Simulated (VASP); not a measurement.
Crystal: Be.

```
CELL_PARAMETERS angstrom
0.00000 2.50135 2.50135
2.50135 0.00000 2.50135
2.50135 2.50135 0.00000
ATOMIC_POSITIONS crystal
Be 0.00000 0.00000 0.00000
Be 0.25000 0.25000 0.25000
```

This isn't the form of Be at room conditions, which is hcp.

- Program: VASP 6.6.1
- Task: relaxation of cell and atoms
- Functional: PBE
- Potentials or basis: VASP PAW PBE potentials, release 64 (Be)
- Cutoff: 600 eV
- k mesh: 13 × 13 × 13
- Occupations: fermi-dirac, width 0.08 eV
- Spin: no spin polarisation

At the start: pressure -2.5 GPa; volume 15.65 Å³/atom.

Where does the relaxation end?

Over 4 steps the energy falls by 7.9 meV/atom and the volume is 14.69 Å³/atom (-6.2 %); space group Fd-3m (No. 227, to 0.1 Å) before and after.

Step by step:
| step | energy change (eV) | largest force (eV/Å) | pressure (GPa) | volume (Å³) |
| --- | --- | --- | --- | --- |
| 1 | 0.0000 | 0.0000 | -2.50 | 31.30 |
| 2 | -0.0127 | 0.0000 | -1.17 | 30.21 |
| 3 | -0.0158 | 0.0000 | -0.10 | 29.44 |
| 4 | -0.0158 | 0.0000 | 0.00 | 29.37 |

Final structure:
```cif
data_structure
_symmetry_space_group_name_H-M 'P 1'
_symmetry_Int_Tables_number 1
_cell_length_a 3.4633
_cell_length_b 3.4633
_cell_length_c 3.4633
_cell_angle_alpha 60.000
_cell_angle_beta 60.000
_cell_angle_gamma 60.000
_cell_volume 29.37
loop_
_atom_site_label
_atom_site_type_symbol
_atom_site_fract_x
_atom_site_fract_y
_atom_site_fract_z
_atom_site_occupancy
Be1 Be 0.00000 0.00000 0.00000 1
Be2 Be 0.25000 0.25000 0.25000 1
```
